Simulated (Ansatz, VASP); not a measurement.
# NaCl: VASP beside Ansatz

```xyz
2
Lattice="0.0000 2.7941 2.7941 2.7941 0.0000 2.7941 2.7941 2.7941 0.0000" Properties=species:S:1:pos:R:3 pbc="T T T"
Cl    2.7941    2.7941    2.7941
Na    0.0000    0.0000    0.0000
```

Alike in both runs: task relaxation of cell and atoms; functional HSE06; k mesh 4 × 4 × 4; occupations fermi-dirac, width 0.05 eV; no spin polarisation.

|  | VASP | Ansatz |
| --- | --- | --- |
| version | VASP 6.6.1 | Ansatz 0.2.0 |
| potentials or method | VASP PAW PBE potentials, release 64 (Cl, Na_pv) | Ansatz PAW |
| plane-wave cutoff (eV) | 600 | 420 |
| valence electrons in the cell | 14 | 16 |

```csv
,VASP,Ansatz,Ansatz less VASP
"gap on the k mesh at the Fermi level, each at its own relaxed structure (eV)",6.45,6.45,+0.004
relaxed volume (Å³/atom),22.56,22.58,+0.021
relaxed cell length with the largest relative difference (Å),3.996,3.997,+0.0012
```

VASP's potentials hold 14 valence electrons a cell and Ansatz's 16, so a difference there can come from the potentials and not from the codes.

The k mesh is coarse, so the values compare programs but aren't converged. Noted on Ansatz's run: the plane-wave basis is chosen anew once the cell has moved, so the energies of steps on either side of that aren't comparable.
